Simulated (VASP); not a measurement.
Write the native input for VASP 6.6.1 that does the following.

- Task: relaxation of cell and atoms
- Functional: r2SCAN
- Potentials or basis: VASP PAW PBE potentials, release 64 (Zn, Ge_d, P)
- Cutoff: 550 eV
- k mesh: 6 × 6 × 6
- Occupations: fermi-dirac, width 0.02 eV
- Spin: no spin polarisation
- Dipole correction: no
- Further INCAR settings: ALGO = Normal; EDIFF = 1e-07; IBRION = 2; EDIFFG = -0.005; NSW = 80; ISIF = 3

The system is ZnGeP2.

```
CELL_PARAMETERS angstrom
-2.75005 2.75005 5.42115
2.75005 -2.75005 5.42115
2.75005 2.75005 -5.42115
ATOMIC_POSITIONS crystal
Zn 0.00000 0.00000 0.00000
Zn 0.75000 0.25000 0.50000
Ge 0.50000 0.50000 0.00000
Ge 0.25000 0.75000 0.50000
P 0.37500 0.37836 0.50336
P 0.62164 0.12500 0.99664
P 0.87500 0.87164 0.49664
P 0.12836 0.62500 0.00336
```

The input as run:

POSCAR

```
ZnGeP2
1.0
   -2.7500549865      2.7500549865      5.4211467255
    2.7500549865     -2.7500549865      5.4211467255
    2.7500549865      2.7500549865     -5.4211467255
Zn Ge P
2 2 4
Direct
    0.0000000000      0.0000000000      0.0000000000
    0.7500000000      0.2500000000      0.5000000000
    0.5000000000      0.5000000000      0.0000000000
    0.2500000000      0.7500000000      0.5000000000
    0.3750000000      0.3783565515      0.5033565515
    0.6216434485      0.1250000000      0.9966434485
    0.8750000000      0.8716434485      0.4966434485
    0.1283565515      0.6250000000      0.0033565515
```

INCAR.step1

```
SYSTEM = ZnGeP2
PREC = Accurate ; ENCUT = 550
ISMEAR = -1 ; SIGMA = 0.02
LREAL = .FALSE. ; LASPH = .TRUE.
NELM = 120 ; GGA = PE
ALGO = Normal ; EDIFF = 1E-5
LWAVE = .TRUE. ; LCHARG = .FALSE.
GGA_COMPAT = .FALSE. ; IBRION = 2
ISIF = 3 ; EDIFFG = -0.005
NELMIN = 4 ; NSW = 100
KPAR = 4
```

INCAR.step2

```
SYSTEM = ZnGeP2
PREC = Accurate ; ENCUT = 550
EDIFF = 1E-7 ; ISMEAR = -1
SIGMA = 0.02 ; LREAL = .FALSE.
LASPH = .TRUE. ; NELM = 120
ALGO = Normal ; ISIF = 3
LWAVE = .FALSE. ; LCHARG = .FALSE.
METAGGA = R2SCAN ; LMIXTAU = .TRUE.
IBRION = 2 ; NSW = 80
EDIFFG = -0.005 ; ISTART = 1
GGA_COMPAT = .FALSE. ; NELMIN = 4
KPAR = 4
```

KPOINTS

```
regular mesh
0
G
  6 6 6
  0 0 0
```

Potentials or basis: VASP PAW PBE potentials, release 64 (Zn, Ge_d, P).

Command:

```console
$ cat potpaw_PBE.64/Zn/POTCAR potpaw_PBE.64/Ge_d/POTCAR potpaw_PBE.64/P/POTCAR > POTCAR
$ cp INCAR.step1 INCAR
$ mpirun -np 4 vasp_std > vasp.out
$ cp INCAR.step2 INCAR
$ mpirun -np 4 vasp_std > vasp.out
```

It gave:

The relaxed volume is 19.88 Å³/atom. The relaxed cell is a = 6.603 Å, b = 6.603 Å, c = 6.603 Å, α = 131.30°, β = 131.30°, γ = 71.33°, the space group after relaxing (to 0.1 Å) is I-42d (No. 122) and the energy gained by relaxing is 5.3 meV/atom. The ionic steps are 6 and the pressure after relaxing is 0.0 GPa. The band gap on the k mesh is 1.51 eV (least direct gap 1.64 eV).

Caveat: the PAW data sets were made with another functional, which shifts forces and pressure a little.

Run time: 19 min on 4 MPI ranks on Intel(R) Xeon(R) 6975P-C (Granite Rapids), on a shared host, peak memory 0.62 GiB a rank.
